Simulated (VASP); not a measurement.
The system is CdS.

```xyz
2
Lattice="0.0000 2.9392 2.9392 2.9392 0.0000 2.9392 2.9392 2.9392 0.0000" Properties=species:S:1:pos:R:3 pbc="T T T"
Cd    0.0000    0.0000    0.0000
S     1.4696    1.4696    1.4696
```

Base run:

```yaml
Program: VASP 6.6.1
Functional: PBE0
Potentials_or_basis: VASP PAW PBE potentials, release 64 (Cd, S)
Cutoff: 520 eV
k_mesh: 6 × 6 × 6
Occupations: gaussian, width 0.01 eV
Spin: no spin polarisation
```

Its results: band gap on the k mesh 2.77 eV; pressure 0.3 GPa.

Question: The run is repeated on the same cell with these changes: functional from PBE0 to HSE06. What comes out?

Answer: Band gap on the k mesh 2.11 eV; pressure 0.5 GPa.

Caveats: the PAW data sets were made with another functional, which shifts forces and pressure a little.

